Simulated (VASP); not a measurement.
# Yb (P6_3/mmc) in VASP: single point with PBE

Aim: the single point of Yb with PBE.

All numbers are computed with VASP 6.6.1; they aren't measurements. Logs are shortened: lines on timing, memory, paths and dates and some standing lists are left out, and cuts for length are marked.

## 1. The cell of the first run

The structure is hexagonal, space group P6_3/mmc (No. 194). Conventional cell: a = 3.707 Å, b = 3.707 Å, c = 5.971 Å, α = 90.00°, β = 90.00°, γ = 120.00°. Within 4.8 Å of Yb (site symmetry -6m2) lie 12 Yb at 3.67 to 3.71 Å.

This isn't the form of Yb at room conditions, which is fcc.

## 2. Single point, PBE

Input file INCAR:

```
SYSTEM = Yb
PREC = Accurate ; ENCUT = 520
EDIFF = 1E-6 ; ISMEAR = 0
SIGMA = 0.05 ; LREAL = .FALSE.
LASPH = .TRUE. ; NELM = 100
ALGO = Fast ; ISIF = 2
LWAVE = .FALSE. ; LCHARG = .TRUE.
GGA = PE ; LELF = .TRUE.
LVHAR = .TRUE. ; NBANDS = 31
```

Input file KPOINTS:

```
Automatic mesh
0
G
  6 6 4
  0 0 0
```

Input file POSCAR:

```
Yb
1.0
    3.7067277205      0.0000000000      0.0000000000
   -1.8533638603      3.2101203709      0.0000000000
    0.0000000000      0.0000000000      5.9712281296
Yb
2
Direct
    0.3333333333      0.6666666667      0.7500000000
    0.6666666667      0.3333333333      0.2500000000
```

Potentials or basis: VASP PAW PBE potentials, release 64 (Yb).

Command:

```bash
$ cat potpaw_PBE.64/Yb/POTCAR > POTCAR
$ mpirun -np 1 vasp_std > vasp.out
```

OUTCAR:

```text
SYSTEM = Yb
   PREC = Accurate
   ENCUT = 520
   EDIFF = 1E-6
   ISMEAR = 0
   LREAL = .FALSE.
   LASPH = .TRUE.
   NELM = 100
   ISIF = 2
   GGA = PE

 ion  position               nearest neighbor table
   1  0.333  0.667  0.750-   2 3.67   2 3.67   2 3.67   2 3.67   2 3.67   2 3.67
   2  0.667  0.333  0.250-   1 3.67   1 3.67   1 3.67   1 3.67   1 3.67   1 3.67

  LATTYP: Found a hexagonal cell.
 ALAT       =     3.7067277205
 C/A-ratio  =     1.6109163067

  Lattice vectors:

 A1 = (   3.7067277205,   0.0000000000,   0.0000000000)
 A2 = (  -1.8533638603,   3.2101203709,   0.0000000000)
 A3 = (   0.0000000000,   0.0000000000,   5.9712281296)

Analysis of symmetry for initial positions (statically):
=====================================================================
 Subroutine PRICEL returns:
 Original cell was already a primitive cell.

 Routine SETGRP: Setting up the symmetry group for a
 hexagonal supercell.

 Subroutine GETGRP returns: Found 24 space group operations
 (whereof 12 operations were pure point group operations)
 out of a pool of 24 trial point group operations.

The static configuration has the point symmetry D_3d.
 The point group associated with its full space group is D_6h.

Analysis of symmetry for dynamics (positions and initial velocities):
=====================================================================
 Subroutine PRICEL returns:
 Original cell was already a primitive cell.

 Routine SETGRP: Setting up the symmetry group for a
 hexagonal supercell.

 Subroutine GETGRP returns: Found 24 space group operations
 (whereof 12 operations were pure point group operations)
 out of a pool of 24 trial point group operations.

The dynamic configuration has the point symmetry D_3d.
 The point group associated with its full space group is D_6h.

 Subroutine INISYM returns: Found 24 space group operations
 (whereof 12 operations are pure point group operations),
 and found     1 'primitive' translations

----------------------------------------------------------------------------------------

                                     Primitive cell

  volume of cell :      71.0519

  direct lattice vectors                    reciprocal lattice vectors
     3.706727720  0.000000000  0.000000000     0.269779729  0.155757399  0.000000000
    -1.853363860  3.210120371  0.000000000     0.000000000  0.311514798  0.000000000
     0.000000000  0.000000000  5.971228130     0.000000000  0.000000000  0.167469736

[... 77 lines left out ...]
   ENCUT  =  520.0 eV  38.22 Ry    6.18 a.u.   6.89  6.89 11.10*2*pi/ulx,y,z
   NELM   =    100;   NELMIN=  2; NELMDL= -5     # of ELM steps
   EDIFF  = 0.1E-05   stopping-criterion for ELM
   LREAL  =      F    real-space projection
   EDIFFG = 0.1E-04   stopping-criterion for IOM
   NSW    =      0    number of steps for IOM
   IBRION =     -1    ionic relax: 0-MD 1-quasi-New 2-CG
   NFREE  =      0    steps in history (QN), initial steepest desc. (CG)
   ISIF   =      2    stress and relaxation
   ISYM   =      2    0-nonsym 1-usesym 2-fastsym
   POTIM  = 0.5000    time-step for ionic-motion
   TEBEG  =    0.0;   TEEND  =   0.0 temperature during run
   PSTRESS=    0.0 pullay stress
   NELECT =      48.0000    total number of electrons
   NUPDOWN=      -1.0000    fix difference up-down
   EMIN   =  10.00;   EMAX   =-10.00  energy-range for DOS
   EFERMI =   0.00;   METHOD = LEGACY
   ISMEAR =     0;   SIGMA  =   0.05  broadening in eV -4-tet -1-fermi 0-gaus
   EFERMI_NEDOS =   21; number of points for ismear=-14 and -15
   IALGO  =     68    algorithm
   IMIX   =      4    mixing-type and parameters
     AMIX     =   0.40;   BMIX     =  1.00
     AMIX_MAG =   1.60;   BMIX_MAG =  1.00
  volume/ion in A,a.u.               =      35.53       239.74
  Fermi-wavevector in a.u.,A,eV,Ry     =   1.436470  2.714535 28.074905  2.063447
  Thomas-Fermi vector in A             =   2.555655
   LORBIT       =      0    0 simple, 1 ext, 2 COOP (PROOUT), +10 PAW based schemes
   GGA     = PE    functional components
   LHFCALC =     F    Hartree Fock is set to
   AEXX    =    0.0000 exact exchange contribution
   IVDW    =     0    specifies the selected vdW correction
   LEPSILON=     F    determine dielectric tensor
   LRPA    =     F    only Hartree local field effects (RPA)
 non-spin polarized calculation
 RMM-DIIS sequential band-by-band and
 Gauss-broadening in eV      SIGMA  =   0.05
  energy-cutoff  :      520.00
  volume of cell :       71.05
 maximum number of plane-waves:      1928
 NGX is ok and might be reduce to    28
   NGX = 13   NGY = 13   NGZ = 23

 number of electron      48.0000012 magnetization

 Free energy of the ion-electron system (eV)
  ---------------------------------------------------
  ext. energy  EPLUGINS =         0.00000000
  ---------------------------------------------------
  free energy    TOTEN  =        -7.10834995 eV

  energy without entropy =       -7.10365958  energy(sigma->0) =       -7.10600477

 E-fermi :   1.5883     XC(G=0):  -9.4919

 val. band max:        1.5778116839   @ k =   0.3333   0.1667   0.0000
 cond. band min:       1.6156379564   @ k =   0.3333   0.0000   0.0000
 fundamental gap:      0.0378262725
 Fermi energy:         1.5882567800

 k-point     1 :       0.0000    0.0000    0.0000
  band No.  band energies     occupation
      1     -50.1009      2.00000
      2     -50.0823      2.00000
      3     -22.6482      2.00000
      4     -22.3264      2.00000
      5     -22.3264      2.00000
      6     -22.2842      2.00000
[... 703 lines left out ...]
     30       5.3583      0.00000
     31       7.1073      0.00000

------------------------ aborting loop because EDIFF is reached ----------------------------------------

  FORCE on cell =-STRESS in cart. coord.  units (eV):
  Direction    XX          YY          ZZ          XY          YZ          ZX
  --------------------------------------------------------------------------------------
  -------------------------------------------------------------------------------------
  Total       -0.1718261     -0.1718261     -0.1273723      0.0000000      0.0000000     -0.0000000
  in kB       -3.8745740     -3.8745740     -2.8721692      0.0000000      0.0000000     -0.0000000
  external PRESSURE =      -3.5404391 kB  Pullay stress =       0.0000000 kB

 VOLUME and BASIS-vectors are now :
 -----------------------------------------------------------------------------
  energy-cutoff  :      520.00
  volume of cell :       71.05
      direct lattice vectors                 reciprocal lattice vectors
     3.706727720  0.000000000  0.000000000     0.269779729  0.155757399  0.000000000
    -1.853363860  3.210120371  0.000000000     0.000000000  0.311514798  0.000000000
     0.000000000  0.000000000  5.971228130     0.000000000  0.000000000  0.167469736

 POSITION                                       TOTAL-FORCE (eV/Angst)
 -----------------------------------------------------------------------------------
     -0.00000      2.14008      4.47842         0.000000     -0.000000     -0.000000
      1.85336      1.07004      1.49281        -0.000000      0.000000      0.000000
 -----------------------------------------------------------------------------------
    total drift:                               -0.000000      0.000000     -0.000000

  FREE ENERGIE OF THE ION-ELECTRON SYSTEM (eV)
  ---------------------------------------------------
  free  energy   TOTEN  =        -7.1083499530 eV

  energy  without entropy=       -7.1036595791  energy(sigma->0) =       -7.10600477
```

OSZICAR:

```text
N       E                     dE             d eps       ncg     rms          rms(c)
DAV:   1     0.321537006998E+03    0.32154E+03   -0.15800E+04  1891   0.101E+04
DAV:   2     0.558701764784E+02   -0.26567E+03   -0.25210E+03  1885   0.869E+02
DAV:   3     0.388541274739E+01   -0.51985E+02   -0.50733E+02  2090   0.203E+02
[... 40 lines left out ...]
RMM:  44    -0.710834294424E+01   -0.41839E-05   -0.92288E-05  2111   0.207E-01    0.230E-02
RMM:  45    -0.710834475490E+01   -0.18107E-05   -0.57967E-05  2028   0.194E-01    0.636E-03
RMM:  46    -0.710834831968E+01   -0.35648E-05   -0.45116E-05  1972   0.173E-01    0.626E-03
RMM:  47    -0.710834994767E+01   -0.16280E-05   -0.26798E-05  1911   0.162E-01    0.602E-03
RMM:  48    -0.710835009755E+01   -0.14988E-06   -0.11148E-05  1871   0.149E-01    0.707E-03
RMM:  49    -0.710834995301E+01    0.14454E-06   -0.63171E-06  1834   0.139E-01
   1 F= -.71083500E+01 E0= -.71060048E+01  d E =-.469037E-02
```

It took 2.4 min on 1 thread of Intel Xeon Platinum 8488C (Sapphire Rapids), shared host; peak memory 0.21 GiB.

Results:

| Property | Result |
| --- | --- |
| Free energy | -7.1083 eV |
| Pressure | -0.4 GPa |
| Band gap on the k mesh | zero (bands 24 and 25 overlap by 0.32 eV) |

Stress tensor (GPa, compression positive):
```
-0.39  0.00  0.00
 0.00 -0.39  0.00
 0.00  0.00 -0.29
```

Caveat: spin-orbit coupling is left out, which moves the levels of the heavy elements.
